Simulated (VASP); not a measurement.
Write the native input for VASP 6.6.1 that does the following.

```yaml
Task: single point
Functional: PBEsol
Potentials_or_basis: VASP PAW PBE potentials, release 64 (Si, W_sv)
Cutoff: 520 eV
k_mesh: 12 × 12 × 6
Occupations: gaussian, width 0.1 eV
Spin: no spin polarisation
Dipole_correction: no
Further_INCAR_settings: ALGO = Normal; EDIFF = 1e-07; NBANDS = 31
```

The structure of Si2W lies in POSCAR:

```
Si2W
1.0
    3.1780212525      0.0000000000      0.0000000000
    0.0000000000      3.1780212525      0.0000000000
    0.0000000000      0.0000000000      8.1674404931
Si W
4 2
Direct
    0.0000000000      0.0000000000      0.3356395504
    0.5000000000      0.5000000000      0.1643604496
    0.5000000000      0.5000000000      0.8356395504
    0.0000000000      0.0000000000      0.6643604496
    0.0000000000      0.0000000000      0.0000000000
    0.5000000000      0.5000000000      0.5000000000
```

This cell differs from its parent crystal: uniaxial strain along c: +4.5 %, then relaxed in part.

The input as run:

INCAR

```
  PREC = Accurate
  ENCUT = 520
  EDIFF = 1E-7
  ISMEAR = 0
  SIGMA = 0.1
  LREAL = False
  LASPH = True
  NELM = 60
  ALGO = Normal
  ISIF = 2
  LWAVE = False
  LCHARG = True
  GGA = PS
  LELF = True
  LVHAR = True
  NBANDS = 31
```

KPOINTS

```
Automatic mesh
0
Gamma
  12 12 6
```

Potentials or basis: VASP PAW PBE potentials, release 64 (Si, W_sv).

Run with:

```bash
$ cat potpaw_PBE.64/Si/POTCAR potpaw_PBE.64/W_sv/POTCAR > POTCAR
$ mpirun -np 1 vasp_std > vasp.out
```

Results of the run:

- Pressure: -6.0 GPa
- Largest force: 0.008 eV/Å
- Band gap on the k mesh: zero (bands 22 and 23 overlap by 1.21 eV)

Caveat: the cell differs from its parent crystal (uniaxial strain along c: +4.5 %, then relaxed in part); the cell stands under tension; the PAW data sets were made with another functional, which shifts forces and pressure a little; spin-orbit coupling is left out, which moves the levels of the heavy elements.

Wall time 3.5 min on 1 thread of Intel(R) Xeon(R) Platinum 8375C CPU @ 2.90GHz (Ice Lake) (shared host), peak memory 0.34 GiB.
